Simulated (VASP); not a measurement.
Wanted: the native input for a VASP 6.6.1 run.

```
Task                   : single point
Functional             : PBE
Potentials or basis    : VASP PAW PBE potentials, release 64 (Nb_sv)
Cutoff                 : 520 eV
k mesh                 : 20 × 20 × 20
Occupations            : gaussian, width 0.15 eV
Spin                   : no spin polarisation
Dipole correction      : no
Further INCAR settings : ALGO = Fast; EDIFF = 1e-06; NBANDS = 12
```

The structure of Nb lies in POSCAR:

```
Nb
1.0
   -1.7055487500      1.7055487500      1.7471475000
    1.7055487500     -1.7055487500      1.7471475000
    1.7055487500      1.7055487500     -1.7471475000
Nb
1
Direct
    0.0000000000      0.0000000000      0.0000000000
```

This cell differs from its parent crystal: strain +0.025 along x and y, +0.050 along z.

The input as run:

INCAR

```
ALGO = Fast
EDIFF = 1E-6
ENCUT = 520
GGA = PE
ISIF = 2
ISMEAR = 0
LASPH = T
LCHARG = F
LREAL = F
LWAVE = F
NBANDS = 12
NELM = 60
PREC = Accurate
SIGMA = 0.15
```

KPOINTS

```
k-points
0
Gamma
  20 20 20
```

Potentials or basis: VASP PAW PBE potentials, release 64 (Nb_sv).

Command:

```bash
$ cat potpaw_PBE.64/Nb_sv/POTCAR > POTCAR
$ mpirun -np 1 vasp_std > vasp.out
```

It gave:

| Item | Value |
| --- | --- |
| Pressure | -15.8 GPa |

Caveat: the cell differs from its parent crystal (strain +0.025 along x and y, +0.050 along z).

It took 2.5 min on 1 thread of Intel(R) Xeon(R) Platinum 8259CL CPU @ 2.50GHz (Skylake/Cascade Lake), with other jobs on the host, peak memory 0.27 GiB.
